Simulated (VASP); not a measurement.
# SnSe4 (Pm-3m) in VASP: notebook, part 2 of 2

VASP 6.6.1.

### 3 Single point, PBE

This run uses another cell than the first one, of 29.05 Å³/atom, 1.014 times its volume.

File INCAR:

```
  ALGO = Normal
  EDIFF = 1E-7
  ENCUT = 520
  GGA = PE
  ISIF = 2
  ISMEAR = 0
  LASPH = True
  LCHARG = False
  LREAL = False
  LWAVE = False
  NBANDS = 27
  NELM = 60
  PREC = Accurate
  SIGMA = 0.1
```

File KPOINTS:

```
k-points
0
Gamma
  8 8 8
```

File POSCAR:

```
SnSe4
1.0
    5.2568984397      0.0000000000      0.0000000000
    0.0000000000      5.2568984397      0.0000000000
    0.0000000000      0.0000000000      5.2568984397
Sn Se
1 4
Direct
    0.5000000000      0.5000000000      0.5000000000
    0.0000000000      0.0000000000      0.0000000000
    0.5000000000      0.5000000000      0.0000000000
    0.5000000000      0.0000000000      0.5000000000
    0.0000000000      0.5000000000      0.5000000000
```

Potentials or basis: VASP PAW PBE potentials, release 64 (Sn_d, Se).

On the command line:

```
> cat potpaw_PBE.64/Sn_d/POTCAR potpaw_PBE.64/Se/POTCAR > POTCAR
> mpirun -np 1 vasp_std > vasp.out
```

OUTCAR:

```text
EDIFF = 1E-7
   ENCUT = 520
   GGA = PE
   ISIF = 2
   ISMEAR = 0
   LASPH = True
   LREAL = False
   NELM = 60
   PREC = Accurate

 ion  position               nearest neighbor table
   1  0.500  0.500  0.500-   3 2.63   4 2.63   5 2.63   3 2.63   4 2.63   5 2.63
   2  0.000  0.000  0.000-
   3  0.500  0.500  0.000-   1 2.63   1 2.63
   4  0.500  0.000  0.500-   1 2.63   1 2.63
   5  0.000  0.500  0.500-   1 2.63   1 2.63

  LATTYP: Found a simple cubic cell.
 ALAT       =     5.2568984397

  Lattice vectors:

 A1 = (   5.2568984397,   0.0000000000,   0.0000000000)
 A2 = (   0.0000000000,   5.2568984397,   0.0000000000)
 A3 = (   0.0000000000,   0.0000000000,   5.2568984397)

Analysis of symmetry for initial positions (statically):
=====================================================================
 Subroutine PRICEL returns:
 Original cell was already a primitive cell.

 Routine SETGRP: Setting up the symmetry group for a
 simple cubic supercell.

 Subroutine GETGRP returns: Found 48 space group operations
 (whereof 48 operations were pure point group operations)
 out of a pool of 48 trial point group operations.

The static configuration has the point symmetry O_h .

Analysis of symmetry for dynamics (positions and initial velocities):
=====================================================================
 Subroutine PRICEL returns:
 Original cell was already a primitive cell.

 Routine SETGRP: Setting up the symmetry group for a
 simple cubic supercell.

 Subroutine GETGRP returns: Found 48 space group operations
 (whereof 48 operations were pure point group operations)
 out of a pool of 48 trial point group operations.

The dynamic configuration has the point symmetry O_h .

 Subroutine INISYM returns: Found 48 space group operations
 (whereof 48 operations are pure point group operations),
[... 114 lines left out ...]
   NUPDOWN=      -1.0000    fix difference up-down
   EMIN   =  10.00;   EMAX   =-10.00  energy-range for DOS
   EFERMI =   0.00;   METHOD = LEGACY
   ISMEAR =     0;   SIGMA  =   0.10  broadening in eV -4-tet -1-fermi 0-gaus
   EFERMI_NEDOS =   21; number of points for ismear=-14 and -15
   IALGO  =     38    algorithm
   IMIX   =      4    mixing-type and parameters
     AMIX     =   0.40;   BMIX     =  1.00
     AMIX_MAG =   1.60;   BMIX_MAG =  1.00
  volume/ion in A,a.u.               =      29.05       196.07
  Fermi-wavevector in a.u.,A,eV,Ry     =   1.046983  1.978512 14.914355  1.096174
  Thomas-Fermi vector in A             =   2.181844
   LORBIT       =      0    0 simple, 1 ext, 2 COOP (PROOUT), +10 PAW based schemes
   GGA     = PE    functional components
   LHFCALC =     F    Hartree Fock is set to
   AEXX    =    0.0000 exact exchange contribution
   IVDW    =     0    specifies the selected vdW correction
   LEPSILON=     F    determine dielectric tensor
   LRPA    =     F    only Hartree local field effects (RPA)
 non-spin polarized calculation
 Gauss-broadening in eV      SIGMA  =   0.10
  energy-cutoff  :      520.00
  volume of cell :      145.27
 maximum number of plane-waves:      3948
 NGX is ok and might be reduce to    40
   NGX = 19   NGY = 19   NGZ = 19

 number of electron      37.9999988 magnetization

 Free energy of the ion-electron system (eV)
  ---------------------------------------------------
  ext. energy  EPLUGINS =         0.00000000
  ---------------------------------------------------
  free energy    TOTEN  =       -14.44385305 eV

  energy without entropy =      -14.41173038  energy(sigma->0) =      -14.42779172

 E-fermi :   2.4247     XC(G=0):  -8.9504

 val. band max:        2.3861573710   @ k =   0.5000   0.2500   0.2500
 cond. band min:       2.4434786570   @ k =   0.3750   0.3750   0.0000
 fundamental gap:      0.0573212860
 Fermi energy:         2.4247389804

 k-point     1 :       0.0000    0.0000    0.0000
  band No.  band energies     occupation
      1     -19.3328      2.00000
      2     -19.3328      2.00000
      3     -19.2078      2.00000
      4     -19.2078      2.00000
      5     -19.2078      2.00000
      6     -11.3620      2.00000
[... 709 lines left out ...]
     26      10.5836      0.00000
     27      10.7939      0.00000

 [... further k-points ...]
[... 5 lines left out ...]
  --------------------------------------------------------------------------------------
  -------------------------------------------------------------------------------------
  Total        0.0226108      0.0226108      0.0226108      0.0000000     -0.0000000     -0.0000000
  in kB        0.2493659      0.2493659      0.2493659      0.0000000     -0.0000000     -0.0000000
  external PRESSURE =       0.2493659 kB  Pullay stress =       0.0000000 kB

 VOLUME and BASIS-vectors are now :
 -----------------------------------------------------------------------------
  energy-cutoff  :      520.00
  volume of cell :      145.27
      direct lattice vectors                 reciprocal lattice vectors
     5.256898440  0.000000000  0.000000000     0.190226235  0.000000000  0.000000000
     0.000000000  5.256898440  0.000000000     0.000000000  0.190226235  0.000000000
     0.000000000  0.000000000  5.256898440     0.000000000  0.000000000  0.190226235

 POSITION                                       TOTAL-FORCE (eV/Angst)
 -----------------------------------------------------------------------------------
      2.62845      2.62845      2.62845         0.000000      0.000000      0.000000
      0.00000      0.00000      0.00000         0.000000      0.000000      0.000000
      2.62845      2.62845      0.00000         0.000000      0.000000      0.000000
      2.62845      0.00000      2.62845         0.000000      0.000000      0.000000
      0.00000      2.62845      2.62845         0.000000      0.000000      0.000000
 -----------------------------------------------------------------------------------
    total drift:                               -0.000000      0.000000     -0.000000

  FREE ENERGIE OF THE ION-ELECTRON SYSTEM (eV)
  ---------------------------------------------------
  free  energy   TOTEN  =       -14.4438530497 eV

  energy  without entropy=      -14.4117303825  energy(sigma->0) =      -14.42779172
```

stdout:

```text
POSCAR found type information on POSCAR SnSe
 POSCAR found :  2 types and       5 ions
 scaLAPACK will be used
 LDA part: xc-table for (Slater+PW92), standard interpolation
 POSCAR, INCAR and KPOINTS ok, starting setup
 FFT: planning ... GRIDC
 FFT: planning ... GRID_SOFT
 FFT: planning ... GRID
 WAVECAR not read
 entering main loop
```

It took 2.3 min on 1 thread of Intel Xeon Platinum 8259CL at 2.50GHz (Skylake/Cascade Lake), shared host; peak memory 0.31 GiB.

Results:

* Free energy: -14.4439 eV
* Pressure: 0.0 GPa
* Band gap on the k mesh: zero (band 19 reaches 2.84 eV, above the bottom of band 20 at 2.14 eV)

Caveat: spin-orbit coupling is left out, which moves the levels of the heavy elements.

### 4 Single point, PBE+D3(BJ)

This run uses another cell than the first one, of 29.05 Å³/atom, 1.014 times its volume.

File INCAR:

```
PREC = Accurate
ENCUT = 520
EDIFF = 1E-6
ISMEAR = 0
SIGMA = 0.1
LREAL = False
LASPH = True
NELM = 100
ALGO = Normal
ISIF = 2
LWAVE = False
LCHARG = False
GGA = PE
IVDW = 12
NBANDS = 27
```

File KPOINTS:

```
Automatic mesh
0
Gamma
  8 8 8
  0.5 0.5 0.5
```

POSCAR is that of step 3.

On the command line:

```
> cat potpaw_PBE.64/Sn_d/POTCAR potpaw_PBE.64/Se/POTCAR > POTCAR
> mpirun -np 1 vasp_std > vasp.out
```

It took 71 s on 1 thread of Intel Xeon Platinum 8259CL at 2.50GHz (Skylake/Cascade Lake), shared host; peak memory 0.27 GiB.

The run converged. Its results:

```yaml
Free_energy: -15.9931 eV
Pressure: -1.9 GPa
Band_gap_on_the_k_mesh: zero (band 19 reaches 2.79 eV, above the bottom of band 20 at 2.02 eV)
Dispersion_energy_per_atom: -0.312 eV
```

Levels at points of the mesh, in eV from the Fermi level:
```
           k point  band 16  band 17  band 18  band 19  band 20  band 21  band 22  band 23
(0.06, 0.06, 0.06)    -1.45    -0.77    -0.77    -0.67     0.43     0.63     0.63     5.80
```

Caveat: three body term missing; spin-orbit coupling is left out, which moves the levels of the heavy elements; pairwise dispersion overbinds metals, which lowers pressure and volume.

### 5 Relaxation of cell and atoms, PBE

File INCAR:

```
PREC = Accurate
ENCUT = 600
EDIFF = 1E-6
ISMEAR = 0
SIGMA = 0.1
LREAL = F
LASPH = T
NELM = 80
ALGO = Normal
ISIF = 3
LWAVE = F
LCHARG = F
GGA = PE
IBRION = 2
NSW = 100
EDIFFG = -0.01
```

File KPOINTS:

```
regular mesh
0
Gamma
  8 8 8
```

POSCAR: that of step 4 with these lines changed.

```diff
@@ -2,5 +2,5 @@
 1.0
-    5.2568984397      0.0000000000      0.0000000000
-    0.0000000000      5.2568984397      0.0000000000
-    0.0000000000      0.0000000000      5.2568984397
+    5.2334296900      0.0000000000      0.0000000000
+    0.0000000000      5.2334296900      0.0000000000
+    0.0000000000      0.0000000000      5.2334296900
 Sn Se
```

On the command line:

```
> cat potpaw_PBE.64/Sn_d/POTCAR potpaw_PBE.64/Se/POTCAR > POTCAR
> mpirun -np 1 vasp_std > vasp.out
```

Run time: 3.6 min. Hardware: 1 thread of Intel Xeon Platinum 8259CL at 2.50GHz (Skylake/Cascade Lake), shared host; peak memory 0.35 GiB.

It converged, with:

```
Free energy                            : -14.4438 eV
Relaxed volume                         : 29.11 Å³/atom
Relaxed cell                           : a = 5.260 Å, b = 5.260 Å, c = 5.260 Å, α = 90.00°, β = 90.00°, γ = 90.00°
Space group after relaxing (to 0.05 Å) : Pm-3m (No. 221)
Energy gained by relaxing              : 0.7 meV/atom
Ionic steps                            : 2
Pressure after relaxing                : 0.0 GPa
Band gap on the k mesh                 : zero (band 19 reaches 2.82 eV, above the bottom of band 20 at 2.12 eV)
```

Step by step:
```
step  energy change (eV)  largest force (eV/Å)  pressure (GPa)  volume (Å³)
   1              0.0000                0.0000            0.59       143.34
   2             -0.0037                0.0000           -0.04       145.53
```

Final structure:
```
Sn Se
1.0
     5.25995    0.00000    0.00000
     0.00000    5.25995    0.00000
     0.00000    0.00000    5.25995
Sn Se
1 4
Direct
  0.50000 0.50000 0.50000
  0.00000 0.00000 0.00000
  0.50000 0.50000 0.00000
  0.50000 0.00000 0.50000
  0.00000 0.50000 0.50000
```

Levels at points of the mesh, in eV from the Fermi level:
```
           k point  band 15  band 16  band 17  band 18  band 19  band 20  band 21  band 22  band 23
(0.00, 0.00, 0.00)    -1.56    -1.56    -0.70    -0.70    -0.70     0.65     0.65     0.65     5.69
(0.50, 0.00, 0.00)    -1.80    -1.07    -1.05    -0.64    -0.64     0.07     0.07     1.37     3.75
(0.50, 0.50, 0.00)    -1.29    -1.29    -1.00    -0.96     0.15     0.15     0.39     2.92     3.20
(0.50, 0.50, 0.50)    -0.97     0.39     0.39     0.39     0.41     0.41     0.41     2.31     2.31
```

Caveat: spin-orbit coupling is left out, which moves the levels of the heavy elements.

### 6 Summary

| task | level | cell | k mesh | cutoff (eV) | gap on the mesh (eV) | pressure (GPa) |
| --- | --- | --- | --- | --- | --- | --- |
| single point | PBE | a = 5.233 Å, 5 atoms | 4 × 4 × 4 | 520 | none | 0.7 |
| single point | PBE | a = 5.257 Å, 5 atoms | 8 × 8 × 8 | 520 | none | 0.0 |
| single point | PBE+D3(BJ) | a = 5.257 Å, 5 atoms | 8 × 8 × 8, shifted | 520 | none | -1.9 |
| relaxation of cell and atoms | PBE | relaxed from a = 5.233 Å, 5 atoms | 8 × 8 × 8 | 600 | none | 0.0 |

Alike in all rows: potentials or basis VASP PAW PBE potentials, release 64 (Sn_d, Se); no spin polarisation; smearing gaussian 0.1 eV.

Caveats: spin-orbit coupling is left out, which moves the levels of the heavy elements; three body term missing (some runs); pairwise dispersion overbinds metals, which lowers pressure and volume (some runs).

Total energies depend on the potentials used, so only differences within one code and one set of settings carry meaning.
